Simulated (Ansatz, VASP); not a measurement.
Two plane-wave programs on Al6H

File INCAR:

```
PREC = Accurate ; ENCUT = 520
EDIFF = 1E-6 ; ISMEAR = 0
SIGMA = 0.1 ; LREAL = False
LASPH = True ; NELM = 80
ALGO = Normal ; ISIF = 2
LWAVE = False ; LCHARG = True
LDIPOL = True ; IDIPOL = 3
DIPOL = 0.5 0.5 0.297 ; GGA = PE
LELF = True ; LVHAR = True
LVACPOTAV = True ; NBANDS = 32
```

Contents of KPOINTS:

```
regular mesh
0
Gamma
  5 5 1
```

POSCAR

```
Al6H
1.0
    5.7135165837      0.0000000000      0.0000000000
    0.0000000000      5.7135165837      0.0000000000
    0.0000000000      0.0000000000     22.1746954375
Al H
12 2
Direct
    0.2500000000      0.2500000000      0.1803857921
    0.2500000000      0.7500000000      0.1803857921
    0.7500000000      0.2500000000      0.1803857921
    0.7500000000      0.7500000000      0.1803857921
    0.0000000000      0.0000000000      0.2744050924
    0.0000000000      0.5000000000      0.2744050924
    0.5000000000      0.0000000000      0.2744050924
    0.5000000000      0.5000000000      0.2744050924
    0.2500000000      0.2500000000      0.3686497278
    0.2500000000      0.7500000000      0.3686497278
    0.7500000000      0.2500000000      0.3686497278
    0.7500000000      0.7500000000      0.3686497278
    0.0000000000     -0.1033514109      0.4322357195
    0.0000000000      0.1033514109      0.4322357195
```

Input for Ansatz:

```yaml
crystal:
  lattice:
    - [5.7135165837, 0.0, 0.0]
    - [0.0, 5.7135165837, 0.0]
    - [0.0, 0.0, 22.1746954375]
  atoms:
    - { symbol: Al, position: [0.25, 0.25, 0.1803857921] }
    - { symbol: Al, position: [0.25, 0.75, 0.1803857921] }
    - { symbol: Al, position: [0.75, 0.25, 0.1803857921] }
    - { symbol: Al, position: [0.75, 0.75, 0.1803857921] }
    - { symbol: Al, position: [0.0, 0.0, 0.2744050924] }
    - { symbol: Al, position: [0.0, 0.5, 0.2744050924] }
    - { symbol: Al, position: [0.5, 0.0, 0.2744050924] }
    - { symbol: Al, position: [0.5, 0.5, 0.2744050924] }
    - { symbol: Al, position: [0.25, 0.25, 0.3686497278] }
    - { symbol: Al, position: [0.25, 0.75, 0.3686497278] }
    - { symbol: Al, position: [0.75, 0.25, 0.3686497278] }
    - { symbol: Al, position: [0.75, 0.75, 0.3686497278] }
    - { symbol: H, position: [0.0, -0.1033514109, 0.4322357195] }
    - { symbol: H, position: [0.0, 0.1033514109, 0.4322357195] }
basis:
  ecutwfc: 420
kpoints:
  mp_grid: { grid: [5, 5, 1] }
hamiltonian:
  xc: pbe
  pseudopotentials: { kind: paw, azcp: { folder: soft_1 } }
scf:
  occupations: { method: gaussian, width: 0.1 }
output:
  forces: true
  eigenvalues: true
efield:
  axis: 3
  dipole_correction: true
  ramp_width: 0.04
```

Alike in both runs: task single point; functional PBE; k mesh 5 × 5 × 1; occupations gaussian, width 0.1 eV; no spin polarisation.

|  | VASP | Ansatz |
| --- | --- | --- |
| version | VASP 6.6.1 | Ansatz 0.2.0 |
| potentials or method | VASP PAW PBE potentials, release 64 (Al, H), cutoff 520 eV | scalar-relativistic, plane waves, PAW |
| valence electrons in the cell | 38 | 38 |

|  | VASP | Ansatz | Ansatz less VASP |
| --- | --- | --- | --- |
| gap on the k mesh at the Fermi level (eV) | none | none | - |
| rms of the force components (eV/Å) | 0.184 | 0.184 | -0.0004 |
| work function, face that differs most (eV) | 4.35 | 4.34 | -0.003 |

Atom by atom the forces differ by 0.001 eV/Å (rms over components). A gap of «none» marks a metal or a gap that the smearing closes.
